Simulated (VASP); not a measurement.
# NaHF2 (R-3m) in VASP: single point with r2SCAN

Aim: the single point of NaHF2 with r2SCAN.

Program: VASP 6.6.1. These are calculated values, not measurements. Logs are shortened: lines on timing, memory, paths and dates and some standing lists are left out, and cuts for length are marked.

### Step 1. The cell of the first run

Symmetry: R-3m, No. 166, trigonal system. Conventional cell: a = 3.560 Å, b = 3.560 Å, c = 14.453 Å, α = 90.00°, β = 90.00°, γ = 120.00°. Within 3.2 Å of Na (site symmetry -3m) lie 6 F at 2.38 Å and 6 H at 3.17 Å. Within 1.6 Å of F (site symmetry 3m) lie 1 H at 1.20 Å. Within 1.6 Å of H (site symmetry -3m) lie 2 F at 1.20 Å.

### Step 2. Single point, r2SCAN

File POSCAR:

```
NaHF2
1.0
    5.2376797400      0.0000000000      0.0000000000
    4.0281201700      3.3477688700      0.0000000000
    4.0281201700      1.4553759400      3.0148672200
Na F H
1 2 1
Direct
    0.0000000000      0.0000000000      0.0000000000
    0.4167000000      0.4167000000      0.4167000000
    0.5833000000      0.5833000000      0.5833000000
    0.5000000000      0.5000000000      0.5000000000
```

File INCAR.step1:

```
SYSTEM = NaHF2
  ALGO = Normal
  EDIFF = 1E-4
  ENCUT = 520
  GGA = PE
  ISMEAR = 0
  LASPH = .True.
  LCHARG = .False.
  LREAL = .False.
  LWAVE = .True.
  NBANDS = 19
  NELM = 60
  PREC = Accurate
  SIGMA = 0.191
```

File INCAR.step2:

```
SYSTEM = NaHF2
  ALGO = Normal
  EDIFF = 1E-7
  ENCUT = 520
  ISIF = 2
  ISMEAR = 0
  ISTART = 1
  LASPH = .True.
  LCHARG = .False.
  LMIXTAU = .True.
  LREAL = .False.
  LWAVE = .False.
  METAGGA = R2SCAN
  NBANDS = 19
  NELM = 60
  PREC = Accurate
  SIGMA = 0.191
```

File KPOINTS:

```
k-points
0
Gamma
  8 8 8
  0 0 0
```

Potentials or basis: VASP PAW PBE potentials, release 64 (Na_pv, F, H).

On the command line:

```sh
> cat potpaw_PBE.64/Na_pv/POTCAR potpaw_PBE.64/F/POTCAR potpaw_PBE.64/H/POTCAR > POTCAR
> cp INCAR.step1 INCAR
> mpirun -np 1 vasp_std > vasp.out
> cp INCAR.step2 INCAR
> mpirun -np 1 vasp_std > vasp.out
```

OUTCAR:

```text
SYSTEM = NaHF2
   EDIFF = 1E-7
   ENCUT = 520
   ISIF = 2
   ISMEAR = 0
   ISTART = 1
   LASPH = .True.
   LREAL = .False.
   METAGGA = R2SCAN
   NELM = 60
   PREC = Accurate

 ion  position               nearest neighbor table
   1  0.000  0.000  0.000-
   2  0.417  0.417  0.417-   4 1.20
   3  0.583  0.583  0.583-   4 1.20
   4  0.500  0.500  0.500-   2 1.20   3 1.20

  LATTYP: Found a trigonal (rhomboedric) cell.
 ALAT       =     5.2376797400
 COS(alpha) =     0.7690654912

  Lattice vectors:

 A1 = (   5.2376797400,   0.0000000000,   0.0000000000)
 A2 = (   4.0281201700,   3.3477688700,   0.0000000000)
 A3 = (   4.0281201700,   1.4553759400,   3.0148672200)

Analysis of symmetry for initial positions (statically):
=====================================================================
 Subroutine PRICEL returns:
 Original cell was already a primitive cell.

 Routine SETGRP: Setting up the symmetry group for a
 trigonal (rhombohedral) supercell.

 Subroutine GETGRP returns: Found 12 space group operations
 (whereof 12 operations were pure point group operations)
 out of a pool of 12 trial point group operations.

The static configuration has the point symmetry D_3d.

Analysis of symmetry for dynamics (positions and initial velocities):
=====================================================================
 Subroutine PRICEL returns:
 Original cell was already a primitive cell.

 Routine SETGRP: Setting up the symmetry group for a
 trigonal (rhombohedral) supercell.

 Subroutine GETGRP returns: Found 12 space group operations
 (whereof 12 operations were pure point group operations)
 out of a pool of 12 trial point group operations.

The dynamic configuration has the point symmetry D_3d.

 Subroutine INISYM returns: Found 12 space group operations
 (whereof 12 operations are pure point group operations),
 and found     1 'primitive' translations

----------------------------------------------------------------------------------------

                                     Primitive cell

  volume of cell :      52.8643

  direct lattice vectors                    reciprocal lattice vectors
     5.237679740  0.000000000  0.000000000     0.190924235 -0.229724869 -0.144195311
     4.028120170  3.347768870  0.000000000     0.000000000  0.298706404 -0.144195443
     4.028120170  1.455375940  3.014867220     0.000000000  0.000000000  0.331689566

  length of vectors
     5.237679740  5.237681597  5.237680363     0.331689413  0.331689375  0.331689566

  position of ions in fractional coordinates (direct lattice)
     0.000000000  0.000000000  0.000000000
     0.416700000  0.416700000  0.416700000
     0.583300000  0.583300000  0.583300000
     0.500000000  0.500000000  0.500000000

  ion indices of the primitive-cell ions
   primitive index   ion index
                 1           1
                 2           2
                 3           3
                 4           4

----------------------------------------------------------------------------------------

 KPOINTS: k-points

Automatic generation of k-mesh.
 Grid dimensions read from file:
 generate k-points for:    8    8    8

 Generating k-lattice:

  Cartesian coordinates                     Fractional coordinates (reciprocal lattice)
     0.023865529 -0.028715609 -0.018024414     0.125000000 -0.000000000 -0.000000000
     0.000000000  0.037338300 -0.018024430     0.000000000  0.125000000 -0.000000000
     0.000000000  0.000000000  0.041461196     0.000000000  0.000000000  0.125000000

  Length of vectors
     0.041461177  0.041461172  0.041461196

  Shift w.r.t. Gamma in fractional coordinates (k-lattice)
     0.000000000  0.000000000  0.000000000

 Subroutine IBZKPT returns following result:
 ===========================================

 Found     65 irreducible k-points:

 Following reciprocal coordinates:
            Coordinates               Weight
  0.000000  0.000000  0.000000      1.000000
  0.125000 -0.000000 -0.000000      6.000000
  0.250000 -0.000000 -0.000000      6.000000
  0.375000  0.000000  0.000000      6.000000
  0.500000 -0.000000 -0.000000      3.000000
  0.125000  0.125000 -0.000000      6.000000
[... 16 lines left out ...]
  0.250000  0.125000  0.125000      6.000000
  0.375000  0.125000  0.125000      6.000000
 [... further k-points ...]
   k-points           NKPTS =     65   k-points in BZ     NKDIM =     65   number of bands    NBANDS=     19
   number of dos      NEDOS =    301   number of ions     NIONS =      4
   total plane-waves  NPLWV =  64000
   dimension x,y,z NGX =    40 NGY =   40 NGZ =   40
   dimension x,y,z NGXF=    80 NGYF=   80 NGZF=   80
   ions per type =               1   2   1
   NGX,Y,Z   is equivalent  to a cutoff of  12.70, 12.70, 12.70 a.u.
   NGXF,Y,Z  is equivalent  to a cutoff of  25.39, 25.39, 25.39 a.u.
 SYSTEM =  NaHF2
   PREC   = accura    normal or accurate (medium, high low for compatibility)
   ISTART =      1    job   : 0-new  1-cont  2-samecut
   ICHARG =      0    charge: 1-file 2-atom 10-const
   ISPIN  =      1    spin polarized calculation?
   LNONCOLLINEAR =      F non collinear calculations
   LSORBIT =      F    spin-orbit coupling
   LASPH  =      T    aspherical Exc in radial PAW
   ENCUT  =  520.0 eV  38.22 Ry    6.18 a.u.   9.74  9.74  9.74*2*pi/ulx,y,z
   NELM   =     60;   NELMIN=  2; NELMDL=  0     # of ELM steps
   EDIFF  = 0.1E-06   stopping-criterion for ELM
   LREAL  =      F    real-space projection
   EDIFFG = 0.1E-05   stopping-criterion for IOM
   NSW    =      0    number of steps for IOM
   IBRION =     -1    ionic relax: 0-MD 1-quasi-New 2-CG
   NFREE  =      0    steps in history (QN), initial steepest desc. (CG)
   ISIF   =      2    stress and relaxation
   ISYM   =      2    0-nonsym 1-usesym 2-fastsym
   POTIM  = 0.5000    time-step for ionic-motion
   TEBEG  =    0.0;   TEEND  =   0.0 temperature during run
   PSTRESS=    0.0 pullay stress
   NELECT =      22.0000    total number of electrons
   NUPDOWN=      -1.0000    fix difference up-down
   EMIN   =  10.00;   EMAX   =-10.00  energy-range for DOS
   EFERMI =   0.00;   METHOD = LEGACY
   ISMEAR =     0;   SIGMA  =   0.19  broadening in eV -4-tet -1-fermi 0-gaus
   EFERMI_NEDOS =   21; number of points for ismear=-14 and -15
   IALGO  =     38    algorithm
   IMIX   =      4    mixing-type and parameters
     AMIX     =   0.40;   BMIX     =  1.00
     AMIX_MAG =   1.60;   BMIX_MAG =  1.00
  volume/ion in A,a.u.               =      13.22        89.19
  Fermi-wavevector in a.u.,A,eV,Ry     =   1.222254  2.309725 20.325815  1.493905
  Thomas-Fermi vector in A             =   2.357407
   LORBIT       =      0    0 simple, 1 ext, 2 COOP (PROOUT), +10 PAW based schemes
   METAGGA = R2SCAN    functional components
   LHFCALC =     F    Hartree Fock is set to
   AEXX    =    0.0000 exact exchange contribution
   IVDW    =     0    specifies the selected vdW correction
   LEPSILON=     F    determine dielectric tensor
   LRPA    =     F    only Hartree local field effects (RPA)
 non-spin polarized calculation
 Gauss-broadening in eV      SIGMA  =   0.19
  energy-cutoff  :      520.00
  volume of cell :       52.86
 maximum number of plane-waves:      1451
   NGX = 19   NGY = 19   NGZ = 19

 number of electron      21.9999998 magnetization

 Free energy of the ion-electron system (eV)
  ---------------------------------------------------
  ext. energy  EPLUGINS =         0.00000000
  ---------------------------------------------------
  free energy    TOTEN  =       -22.61518623 eV

  energy without entropy =      -22.61518623  energy(sigma->0) =      -22.61518623

 E-fermi :  -3.9767     XC(G=0):  -8.1267

 val. band max:       -4.9082665172   @ k =   0.5000   0.5000   0.5000
 cond. band min:       2.4178925331   @ k =   0.0000   0.0000   0.0000
 fundamental gap:      7.3261590503
 Fermi energy:        -3.9767404865

 k-point     1 :       0.0000    0.0000    0.0000
  band No.  band energies     occupation
      1     -26.1081      2.00000
      2     -25.3013      2.00000
      3     -24.1194      2.00000
      4     -24.1194      2.00000
      5     -24.0049      2.00000
      6      -9.3916      2.00000
[... 11 lines left out ...]
     18      16.7582      0.00000
     19      16.7583      0.00000

 k-point     2 :       0.1250   -0.0000   -0.0000
  band No.  band energies     occupation
      1     -26.1091      2.00000
      2     -25.2839      2.00000
      3     -24.1212      2.00000
      4     -24.1118      2.00000
      5     -24.0224      2.00000
      6      -9.3499      2.00000
[... 11 lines left out ...]
     18      15.5040      0.00000
     19      16.3817      0.00000

 k-point     3 :       0.2500   -0.0000   -0.0000
  band No.  band energies     occupation
      1     -26.1112      2.00000
      2     -25.2398      2.00000
      3     -24.1254      2.00000
      4     -24.0997      2.00000
      5     -24.0603      2.00000
      6      -9.2473      2.00000
[... 11 lines left out ...]
     18      14.7832      0.00000
     19      15.8340      0.00000

 k-point     4 :       0.3750    0.0000    0.0000
  band No.  band energies     occupation
      1     -26.1133      2.00000
      2     -25.1922      2.00000
      3     -24.1297      2.00000
      4     -24.1285      2.00000
      5     -24.0612      2.00000
      6      -9.1414      2.00000
[... 11 lines left out ...]
     18      14.8187      0.00000
     19      15.5076      0.00000

 k-point     5 :       0.5000   -0.0000   -0.0000
  band No.  band energies     occupation
      1     -26.1142      2.00000
      2     -25.1713      2.00000
      3     -24.1490      2.00000
      4     -24.1315      2.00000
      5     -24.0543      2.00000
      6      -9.0963      2.00000
[... 11 lines left out ...]
     18      14.8144      0.00000
     19      15.4144      0.00000
[... 334 lines left out ...]
      2     -25.3716      2.00000
      3     -24.1491      2.00000
      4     -24.1316      2.00000
      5     -23.9698      2.00000
      6      -8.9933      2.00000
[... 11 lines left out ...]
     18      15.6062      0.00000
     19      15.8331      0.00000

 k-point    22 :       0.1250    0.1250    0.1250
  band No.  band energies     occupation
      1     -26.1047      2.00000
      2     -25.2988      2.00000
      3     -24.1194      2.00000
      4     -24.1194      2.00000
      5     -24.0138      2.00000
      6      -9.3313      2.00000
[... 11 lines left out ...]
     18      16.6466      0.00000
     19      16.6466      0.00000

 k-point    23 :       0.2500    0.1250    0.1250
  band No.  band energies     occupation
      1     -26.1021      2.00000
      2     -25.2844      2.00000
      3     -24.1211      2.00000
      4     -24.1099      2.00000
      5     -24.0352      2.00000
      6      -9.2600      2.00000
[... 11 lines left out ...]
     18      15.9299      0.00000
     19      16.0251      0.00000

 k-point    24 :       0.3750    0.1250    0.1250
  band No.  band energies     occupation
      1     -26.0997      2.00000
      2     -25.2504      2.00000
      3     -24.1254      2.00000
      4     -24.0875      2.00000
      5     -24.0780      2.00000
      6      -9.1561      2.00000
[... 11 lines left out ...]
     18      14.8626      0.00000
     19      15.6051      0.00000

 [... further k-points ...]
[... 5 lines left out ...]
  --------------------------------------------------------------------------------------
  -------------------------------------------------------------------------------------
  Total       -3.9062337     -1.3936829     -1.1650734     -1.0440911     -0.2367849     -0.6553615
  in kB     -118.3875972    -42.2388369    -35.3102905    -31.6436372     -7.1763231    -19.8622711
  external PRESSURE =     -65.3122415 kB  Pullay stress =       0.0000000 kB

 VOLUME and BASIS-vectors are now :
 -----------------------------------------------------------------------------
  energy-cutoff  :      520.00
  volume of cell :       52.86
      direct lattice vectors                 reciprocal lattice vectors
     5.237679740  0.000000000  0.000000000     0.190924235 -0.229724869 -0.144195311
     4.028120170  3.347768870  0.000000000     0.000000000  0.298706404 -0.144195443
     4.028120170  1.455375940  3.014867220     0.000000000  0.000000000  0.331689566

 POSITION                                       TOTAL-FORCE (eV/Angst)
 -----------------------------------------------------------------------------------
      0.00000      0.00000      0.00000        -0.000000     -0.000000      0.000000
      5.53958      2.00147      1.25630         1.082186      0.390998      0.245424
      7.75434      2.80167      1.75857        -1.082186     -0.390998     -0.245424
      6.64696      2.40157      1.50743        -0.000000      0.000000      0.000000
 -----------------------------------------------------------------------------------
    total drift:                                0.000000     -0.000000     -0.000000

  FREE ENERGIE OF THE ION-ELECTRON SYSTEM (eV)
  ---------------------------------------------------
  free  energy   TOTEN  =       -22.6151862285 eV

  energy  without entropy=      -22.6151862285  energy(sigma->0) =      -22.61518623
```

Wall time 8.1 min (1 thread of Intel Xeon Platinum 8259CL at 2.50GHz (Skylake/Cascade Lake), shared host); peak memory 0.28 GiB.

Results:

| Property | Result |
| --- | --- |
| Free energy | -22.6152 eV |
| Pressure | -6.5 GPa |
| Largest force | 1.177 eV/Å |
| Band gap on the k mesh | 7.33 eV (least direct gap 7.51 eV) |

Forces in eV/Å, atoms in the order of the input:
```
Na   0.000  0.000  0.000
F    1.082  0.391  0.245
F   -1.082 -0.391 -0.245
H    0.000  0.000  0.000
```

Stress tensor (GPa, compression positive):
```
-11.84  -3.16  -1.99
 -3.16  -4.22  -0.72
 -1.99  -0.72  -3.53
```

Caveat: the stress differs along the axes, from -12 to -4 GPa; the PAW data sets were made with another functional, which shifts forces and pressure a little.
